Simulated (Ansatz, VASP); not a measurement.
# NbN: VASP beside Ansatz

```
Nb N
1.0
     3.07987    0.00000    0.00000
     0.00000    3.07987    0.00000
     0.00000    0.00000   20.35560
Nb N
3 3
Direct
  0.25000 0.25000 0.39870
  0.75000 0.75000 0.50000
  0.25000 0.25000 0.60130
  0.75000 0.75000 0.38804
  0.25000 0.25000 0.50000
  0.75000 0.75000 0.61196
```

Alike in both runs: task single point; functional LDA; k mesh 11 × 11 × 1; occupations fermi-dirac, width 0.05 eV; no spin polarisation.

|  | VASP | Ansatz |
| --- | --- | --- |
| version | VASP 6.6.1 | Ansatz 0.2.0 |
| potentials or method | VASP PAW LDA potentials, release 64 (Nb_sv, N), cutoff 520 eV | all-electron PAW with datasets made for the slab, scalar-relativistic |

```tsv
	VASP	Ansatz	Ansatz less VASP
rms of the force components (eV/Å)	0.003	0.001	-0.0020
```

LDA's correlation is that of Perdew and Zunger in VASP and of Perdew and Wang (1992) in Ansatz. Ansatz ran all-electron here, and VASP with PAW potentials.
